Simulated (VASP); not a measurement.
Here is a VASP 6.6.1 calculation.

File POSCAR:

```
KCl
1.0
    0.0000000000      3.0939017793      3.1448483221
    3.0939017793      0.0000000000      3.1448483221
    3.0939017793      3.0939017793      0.0000000000
K Cl
1 1
Direct
    0.0000000000      0.0000000000      0.0000000000
    0.5000000000      0.5000000000      0.5000000000
```

File INCAR.step1:

```
PREC = Accurate
ENCUT = 520
ISMEAR = 0
SIGMA = 0.01
LREAL = False
LASPH = True
NELM = 60
NBANDS = 15
GGA = PE
ALGO = Normal
EDIFF = 1E-4
LWAVE = True
LCHARG = False
```

Contents of INCAR.step2:

```
PREC = Accurate
ENCUT = 520
EDIFF = 1E-7
ISMEAR = 0
SIGMA = 0.01
LREAL = False
LASPH = True
NELM = 60
ALGO = Normal
ISIF = 2
LWAVE = False
LCHARG = True
METAGGA = R2SCAN
LMIXTAU = True
LELF = True
LVHAR = True
NBANDS = 15
ISTART = 1
```

The input KPOINTS:

```
regular mesh
0
Gamma
  8 8 8
```

Potentials or basis: VASP PAW PBE potentials, release 64 (K_sv, Cl).

Launch:

```bash
$ cat potpaw_PBE.64/K_sv/POTCAR potpaw_PBE.64/Cl/POTCAR > POTCAR
$ cp INCAR.step1 INCAR
$ mpirun -np 1 vasp_std > vasp.out
$ cp INCAR.step2 INCAR
$ mpirun -np 1 vasp_std > vasp.out
```

What does it give for the pressure?

0.7 GPa.

What does it give for the band gap on the k mesh?

5.95 eV, direct.

Stress tensor (GPa, compression positive):
```
0.97 0.00 0.00
0.00 0.97 0.00
0.00 0.00 0.20
```

Caveat: the cell differs from its parent crystal (biaxial xy strain -1.6%); the PAW data sets were made with another functional, which shifts forces and pressure a little. A k mesh can miss the band edges.
